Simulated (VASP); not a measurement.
Here is a VASP 6.6.1 calculation.

File POSCAR:

```
PtSe2
1.0
    3.7175210813      0.0000000000      0.0000000000
   -1.8587605407      3.2194676955      0.0000000000
    0.0000000000      0.0000000000      5.8189830885
Pt Se
1 2
Direct
    0.0000000000      0.0000000000      0.0000000000
    0.6666666667      0.3333333333      0.7746896066
    0.3333333333      0.6666666667      0.2253103934
```

The input INCAR.step1:

```
SYSTEM = PtSe2
PREC = Accurate
ENCUT = 520
ISMEAR = -1
SIGMA = 0.05
LREAL = .False.
LASPH = .True.
NELM = 100
NBANDS = 18
GGA = PE
ALGO = Normal
EDIFF = 1E-4
LWAVE = .True.
LCHARG = .False.
```

The input INCAR.step2:

```
SYSTEM = PtSe2
PREC = Accurate
ENCUT = 520
EDIFF = 1E-6
ISMEAR = -1
SIGMA = 0.05
LREAL = .False.
LASPH = .True.
NELM = 100
ALGO = Normal
ISIF = 2
LWAVE = .False.
LCHARG = .False.
METAGGA = R2SCAN
LMIXTAU = .True.
NBANDS = 18
ISTART = 1
```

The input KPOINTS:

```
Automatic mesh
0
Gamma
  8 8 5
  0 0 0
```

Potentials or basis: VASP PAW PBE potentials, release 64 (Pt, Se).

Command:

```sh
$ cat potpaw_PBE.64/Pt/POTCAR potpaw_PBE.64/Se/POTCAR > POTCAR
$ cp INCAR.step1 INCAR
$ mpirun -np 1 vasp_std > vasp.out
$ cp INCAR.step2 INCAR
$ mpirun -np 1 vasp_std > vasp.out
```

Task: Estimate the band gap on the k mesh.

Result: 0.67 eV, indirect (least direct gap 1.02 eV).

Task: Estimate the pressure.

Result: 0.1 GPa.

Forces in eV/Å, atoms in the order of the input:
```
Pt   0.000  0.000  0.000
Se   0.000  0.000 -0.010
Se   0.000  0.000  0.010
```

Caveat: the PAW data sets were made with another functional, which shifts forces and pressure a little; spin-orbit coupling is left out, which moves the levels of the heavy elements. r2SCAN opens gaps a little over a GGA but as a rule still falls short of measured ones.
